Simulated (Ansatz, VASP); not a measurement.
**One calculation of As, two programs**

Contents of INCAR:

```
ALGO = Normal
DIPOL = 0.5 0.5 0.336
EDIFF = 1E-7
ENCUT = 520
GGA = PE
IDIPOL = 3
ISIF = 2
ISMEAR = -1
LASPH = T
LCHARG = T
LDIPOL = T
LELF = T
LREAL = F
LVACPOTAV = T
LVHAR = T
LWAVE = F
NBANDS = 18
NELM = 100
PREC = Accurate
SIGMA = 0.02
```

File KPOINTS:

```
k-points
0
Gamma
  6 8 1
```

POSCAR

```
As
1.0
    4.8073432907      0.0000000000      0.0000000000
    0.0000000000      3.6338988400      0.0000000000
    0.0000000000      0.0000000000     28.2703730404
As
4
Direct
    0.0760355692      0.0000000000      0.3777315134
    0.4239644308      0.5000000000      0.3777315134
    0.5760355692      0.5000000000      0.2943501734
    0.9239644308      0.0000000000      0.2943501734
```

Input for Ansatz:

```yaml
crystal:
  lattice:
    - [4.8073432907, 0.0, 0.0]
    - [0.0, 3.63389884, 0.0]
    - [0.0, 0.0, 28.2703730404]
  atoms:
    - { symbol: As, position: [0.0760355692, 0.0, 0.3777315134] }
    - { symbol: As, position: [0.4239644308, 0.5, 0.3777315134] }
    - { symbol: As, position: [0.5760355692, 0.5, 0.2943501734] }
    - { symbol: As, position: [0.9239644308, 0.0, 0.2943501734] }
  periodic: [true, true, false]
kpoints:
  mp_grid: { grid: [6, 8, 1] }
  band_path:
    path: [[0, 0, 0], [0.5, 0, 0], [0.5, 0.5, 0], [0, 0.5, 0], [0, 0, 0]]
    npoints: 10
hamiltonian:
  xc: pbe
scf:
  occupations: { method: fermi_dirac, width: 0.02 }
  n_extra_bands: 5
output:
  forces: true
  stress: true
  eigenvalues: true
```

Alike in both runs: task single point; functional PBE; k mesh 6 × 8 × 1; occupations fermi-dirac, width 0.02 eV; no spin polarisation.

```csv
,VASP,Ansatz
version,VASP 6.6.1,Ansatz 0.2.0
potentials or method,"VASP PAW PBE potentials, release 64 (As)","plane waves, PAW"
plane-wave cutoff (eV),520,420
valence electrons in the cell,20,60
```

```tsv
	VASP	Ansatz	Ansatz less VASP
gap on the k mesh at the Fermi level (eV)	0.91	0.92	+0.014
rms of the force components (eV/Å)	0.232	0.195	-0.0365
```

Atom by atom the forces differ by 0.037 eV/Å (rms over components). The functional is the same, so the differences come from potentials, cutoffs and numerics. VASP's potentials hold 20 valence electrons a cell and Ansatz's 60, so a difference there can come from the potentials and not from the codes.
